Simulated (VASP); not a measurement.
Here is a VASP 6.6.1 calculation.

INCAR

```
SYSTEM = ZrSi2O6
ALGO = Normal
EDIFF = 1E-7
EDIFFG = -0.04
ENCUT = 600
GGA = PE
IBRION = 2
ISIF = 3
ISMEAR = 0
LASPH = .TRUE.
LCHARG = .FALSE.
LREAL = .FALSE.
LWAVE = .FALSE.
NELM = 80
NSW = 90
PREC = Accurate
SIGMA = 0.1
```

Contents of KPOINTS:

```
k-points
0
G
  6 6 6
  0 0 0
```

The input POSCAR:

```
ZrSi2O6
1.0
   -1.8162884400      1.8162884400      7.7058592300
    1.8162884400     -1.8162884400      7.7058592300
    1.8162884400      1.8162884400     -7.7058592300
Zr Si O
1 2 6
Direct
    0.5000000000      0.5000000000      0.0000000000
    0.8333333300      0.8333333300      0.0000000000
    0.1666666700      0.1666666700      0.0000000000
    0.9166666700      0.4166666700      0.5000000000
    0.5833333300      0.0833333300      0.5000000000
    0.2500000000      0.7500000000      0.5000000000
    0.0833333300      0.5833333300      0.5000000000
    0.7500000000      0.2500000000      0.5000000000
    0.4166666700      0.9166666700      0.5000000000
```

Potentials or basis: VASP PAW PBE potentials, release 64 (Zr_sv, Si, O).

Run with:

```sh
$ cat potpaw_PBE.64/Zr_sv/POTCAR potpaw_PBE.64/Si/POTCAR potpaw_PBE.64/O/POTCAR > POTCAR
$ mpirun -np 1 vasp_std > vasp.out
```

Question: What does it give for the band gap on the k mesh?

Answer: 0.33 eV (least direct gap 0.61 eV).

Question: Predict the space group after relaxing (to 0.1 Å).

Answer: I4/mmm (No. 139).

Question: Predict the relaxed volume.

Answer: 9.16 Å³/atom.

Question: What does it give for the relaxed cell?

Answer: a = 7.630 Å, b = 7.630 Å, c = 7.630 Å, α = 154.46°, β = 154.46°, γ = 36.43°.

The path:
| step | energy change (eV) | largest force (eV/Å) | pressure (GPa) | volume (Å³) |
| --- | --- | --- | --- | --- |
| 1 | 0.0000 | 1.4211 | -27.76 | 101.68 |
| 2 | -1.5649 | 2.1165 | 30.45 | 75.51 |
| 3 | -2.1166 | 2.0172 | 3.04 | 82.94 |
| 4 | -2.4661 | 1.0896 | 2.19 | 81.77 |
| 5 | -2.4746 | 1.0205 | 2.11 | 81.93 |
| 6 | -2.5009 | 0.5642 | -1.75 | 83.08 |
| 7 | -2.5201 | 0.0486 | -0.34 | 82.63 |
| 8 | -2.5201 | 0.0678 | -0.29 | 82.61 |
| 9 | -2.5203 | 0.0268 | 0.20 | 82.45 |

Caveat: the volume moved by over 15 % at a fixed basis, so the end points are rough. A k mesh can miss the band edges.
